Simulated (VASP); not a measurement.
The system is Bi.

```
Bi
1.0
     3.51170   -3.15332    0.00000
     3.51170    3.15332    0.00000
    -1.26858    0.00000    3.13417
Bi
2
Direct
  0.75306 0.75306 0.85738
  0.24694 0.24694 0.14262
```

This cell differs from its parent crystal: volume scaled by 1.02.

Base run:

* Program: VASP 6.6.1
* Functional: PBEsol
* Potentials or basis: VASP PAW PBE potentials, release 64 (Bi_d)
* Cutoff: 520 eV
* k mesh: 6 × 6 × 9
* Occupations: fermi-dirac, width 0.05 eV
* Spin: no spin polarisation

Its results: band gap on the k mesh zero (band 15 reaches 9.46 eV, above the bottom of band 16 at 4.72 eV); pressure -3.4 GPa; largest force 0.083 eV/Å.

Task: The run is repeated on the same cell with these changes: functional from PBEsol to PBE. What comes out?

Result: Band gap on the k mesh zero (band 15 reaches 9.64 eV, above the bottom of band 16 at 4.89 eV); pressure -0.9 GPa; largest force 0.066 eV/Å.

PBE binds less tightly than PBEsol, so the same cell stands under more pressure.

Caveats: spin-orbit coupling is left out, which moves the levels of the heavy elements; the PAW data sets were made with another functional, which shifts forces and pressure a little (some runs).
